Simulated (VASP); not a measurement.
**PtSe2: single point with r2SCAN+rVV10**

The system is PtSe2, a sheet with vacuum.

```xyz
9
Lattice="3.7270 0.0000 0.0000 -1.8635 3.2277 0.0000 0.0000 0.0000 30.7200" Properties=species:S:1:pos:R:3 pbc="T T T"
Se    1.8635    1.0759    9.0000
Se    0.0000    2.1518   11.5800
Se    1.8635    1.0759   14.0700
Se    0.0000    2.1518   16.6500
Se    1.8635    1.0759   19.1400
Se    0.0000    2.1518   21.7200
Pt    0.0000    0.0000   10.2900
Pt    0.0000    0.0000   15.3600
Pt    0.0000    0.0000   20.4300
```

- Program: VASP 6.6.1
- Task: single point
- Functional: r2SCAN
- Dispersion: rVV10
- Potentials or basis: VASP PAW PBE potentials, release 64 (Se, Pt)
- Cutoff: 520 eV
- k mesh: 12 × 12 × 1
- Occupations: gaussian, width 0.02 eV
- Spin: no spin polarisation

| Property | Result |
| --- | --- |
| Largest force | 0.303 eV/Å |
| Band gap on the k mesh | 0.20 eV, indirect (least direct gap 0.86 eV) |

Forces in eV/Å, atoms in the order of the input:
```
Se   0.000  0.000 -0.303
Se   0.000  0.000 -0.041
Se   0.000  0.000 -0.060
Se   0.000  0.000  0.060
Se   0.000  0.000  0.041
Se   0.000  0.000  0.303
Pt   0.000  0.000  0.219
Pt   0.000  0.000  0.000
Pt   0.000  0.000 -0.219
```

Levels at points of the mesh, in eV from the valence-band top:
| k point | band 29 | band 30 | band 31 | band 32 | band 33 | band 34 | band 35 | band 36 | band 37 | band 38 |
| --- | --- | --- | --- | --- | --- | --- | --- | --- | --- | --- |
| (0.00, 0.00, 0.00) | -1.25 | -1.11 | -1.11 | -1.04 | -0.04 | 1.65 | 1.65 | 2.03 | 2.03 | 2.29 |
| (0.50, 0.00, 0.00) | -3.12 | -3.01 | -2.92 | -2.38 | -1.70 | 0.98 | 1.23 | 1.52 | 1.72 | 1.78 |

Run time: 23 min on 1 thread of Intel(R) Xeon(R) 6975P-C (Granite Rapids) (shared host), peak memory 1.3 GiB.

Caveat: the PAW data sets were made with another functional, which shifts forces and pressure a little; spin-orbit coupling is left out, which moves the levels of the heavy elements.
